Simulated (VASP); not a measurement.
Wanted: the native input for a VASP 6.6.1 run.

| Property | Result |
| --- | --- |
| Task | relaxation of cell and atoms |
| Functional | LDA |
| Potentials or basis | VASP PAW LDA potentials, release 64 (Hg_sv_GW, Pt_sv_GW) |
| Cutoff | 570 eV |
| k mesh | 5 × 5 × 5 |
| Occupations | methfessel-paxton, width 0.15 eV |
| Spin | no spin polarisation |
| Dipole correction | no |
| Further INCAR settings | ALGO = Normal; EDIFF = 1e-07; IBRION = 2; EDIFFG = -0.01; NSW = 80; ISIF = 3 |

The structure of Hg3Pt lies in POSCAR:

```
Hg3Pt
1.0
    4.3442210000      0.0000000000      0.0000000000
    0.0000000000      4.3442210000      0.0000000000
    0.0000000000      0.0000000000      4.3442210000
Hg Pt
3 1
Direct
    0.0000000000      0.5000000000      0.5000000000
    0.5000000000      0.0000000000      0.5000000000
    0.5000000000      0.5000000000      0.0000000000
    0.0000000000      0.0000000000      0.0000000000
```

The input as run:

INCAR

```
SYSTEM = Hg3Pt
  PREC = Accurate
  ENCUT = 570
  EDIFF = 1E-7
  ISMEAR = 1
  SIGMA = 0.15
  LREAL = .FALSE.
  LASPH = .TRUE.
  NELM = 120
  ALGO = Normal
  ISIF = 3
  LWAVE = .FALSE.
  LCHARG = .FALSE.
  GGA = CA
  IBRION = 2
  NSW = 80
  EDIFFG = -0.01
  GGA_COMPAT = .FALSE.
  NELMIN = 4
```

KPOINTS

```
regular mesh
0
G
  5 5 5
  0 0 0
```

Potentials or basis: VASP PAW LDA potentials, release 64 (Hg_sv_GW, Pt_sv_GW).

Run with:

```sh
$ cat potpaw_LDA.64/Hg_sv_GW/POTCAR potpaw_LDA.64/Pt_sv_GW/POTCAR > POTCAR
$ mpirun -np 1 vasp_std > vasp.out
```

Results of the run:

```
Relaxed volume                        : 18.38 Å³/atom
Relaxed cell                          : a = 4.189 Å, b = 4.189 Å, c = 4.189 Å, α = 90.00°, β = 90.00°, γ = 90.00°
Space group after relaxing (to 0.1 Å) : Pm-3m (No. 221)
Energy gained by relaxing             : 80.4 meV/atom
Ionic steps                           : 4
Pressure after relaxing               : 0.0 GPa
Band gap on the k mesh                : zero (bands 39 and 40 overlap by 2.56 eV)
```

Caveat: spin-orbit coupling is left out, which moves the levels of the heavy elements.

It took 96 s on 1 thread of Intel(R) Xeon(R) 6975P-C (Granite Rapids), with other jobs on the host, peak memory 0.2 GiB.
